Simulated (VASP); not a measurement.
Here is a VASP 6.6.1 calculation.

The input INCAR:

```
PREC = Accurate
ENCUT = 520
EDIFF = 1E-6
ISMEAR = 0
SIGMA = 0.1
LREAL = F
LASPH = T
NELM = 120
ALGO = Normal
ISIF = 2
LWAVE = F
LCHARG = F
GGA = PE
NBANDS = 88
ISYM = 0
GGA_COMPAT = F
```

Contents of KPOINTS:

```
Automatic mesh
0
Gamma
  2 2 2
  0.5 0.5 0.5
```

Contents of POSCAR:

```
Ti5B7N12
1.0
    5.9559353954     -0.1610433638      0.2372049841
   -0.1741263895      5.7691279327      0.1528085069
    0.2310582059      0.1600452501      6.6089719586
Ti N B
5 12 7
Direct
    0.2521986756      0.3292566264      0.3070239071
    0.6979374097      0.2820414480      0.4802915084
    0.5554532554      0.7591758719      0.3713984179
    0.2777250493      0.6412547290      0.7680952222
    0.6725625103      0.4402289895      0.0566308011
    0.7742138201      0.8646640505      0.5829117775
    0.6557141150      0.7919626320      0.0629757226
    0.3352326622      0.3937474872      1.0042768186
    0.5576430666      0.5086591690      0.6437265465
    0.5009486678      0.1227679548      0.3255780695
    0.9474671646      0.5358095887      0.7906772855
    0.3661732475      0.9864734376      0.8457758272
    0.8004518703      0.1373922441      0.9300558650
    0.8740078651      0.5084286858      0.2793874589
    0.2354238815      0.6510054599      0.4242468419
    0.0354724614      0.2032431950      0.5539492994
    0.0053860783      0.9460815551      0.2472218123
    0.7707903259      0.6393799299      0.6845392630
    0.0426264122      0.6935189879      0.3111247245
    0.8446307709      0.9619166040      0.0914975577
    0.9594301994      0.9957834459      0.4753039709
    0.2569875379      0.2039834882      0.8811151557
    0.9991288016      0.2717411788      0.7760909214
    0.5867183063      0.9722081586      0.9182226744
```

Potentials or basis: VASP PAW PBE potentials, release 64 (Ti_sv, N, B).

Command:

```console
$ cat potpaw_PBE.64/Ti_sv/POTCAR potpaw_PBE.64/N/POTCAR potpaw_PBE.64/B/POTCAR > POTCAR
$ mpirun -np 1 vasp_std > vasp.out
```

(1) Predict the pressure.

(2) Predict the largest force.

Results:

(1) 0.2 GPa.

(2) 0.047 eV/Å.

Caveat: the k points lie up to 0.55 Å⁻¹ apart, too coarse for converged energies and pressures of a metal; an odd number of electrons without spin polarisation forces a metal; a magnetic or distorted state may lie lower.
